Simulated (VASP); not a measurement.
The system is LaAgS2.

```xyz
4
Lattice="4.1311 0.0000 0.0000 0.0000 4.1311 0.0000 0.0000 0.0000 5.6135" Properties=species:S:1:pos:R:3 pbc="T T T"
Ag    0.0000    0.0000    0.0000
S     0.0000    0.0000    2.8068
S     2.0655    2.0655    0.0000
La    2.0655    2.0655    2.8068
```

```yaml
Program: VASP 6.6.1
Task: relaxation of cell and atoms
Functional: LDA
Potentials_or_basis: VASP PAW LDA potentials, release 64 (Ag, S, La)
Cutoff: 600 eV
k_mesh: 6 × 6 × 4
Occupations: fermi-dirac, width 0.02 eV
Spin: no spin polarisation
```

At the start: pressure -5.4 GPa; volume 23.95 Å³/atom.

Problem. Where does the relaxation end?

Solution. Over 10 steps the energy falls by 32.6 meV/atom and the volume is 22.15 Å³/atom (-7.5 %); space group P4/mmm (No. 123, to 0.1 Å) before and after.

The path:
```csv
step,energy change (eV),largest force (eV/Å),pressure (GPa),volume (Å³)
1,0.0000,0.0000,-5.43,95.80
2,-0.0841,0.0000,3.80,84.98
3,-0.1283,0.0000,0.00,88.74
4,-0.1283,0.0000,-0.15,88.88
5,-0.1302,0.0000,-0.14,88.76
6,-0.1304,0.0000,-0.13,88.70
7,-0.1304,0.0000,-0.12,88.71
8,-0.1304,0.0000,-0.12,88.71
9,-0.1304,0.0000,0.04,88.50
10,-0.1304,0.0000,0.00,88.59
```

Final structure:
```
Ag S La
1.0
     4.01430    0.00000    0.00000
     0.00000    4.01430    0.00000
     0.00000    0.00000    5.49729
Ag S La
1 2 1
Direct
  0.00000 0.00000 0.00000
  0.00000 0.00000 0.50000
  0.50000 0.50000 0.00000
  0.50000 0.50000 0.50000
```
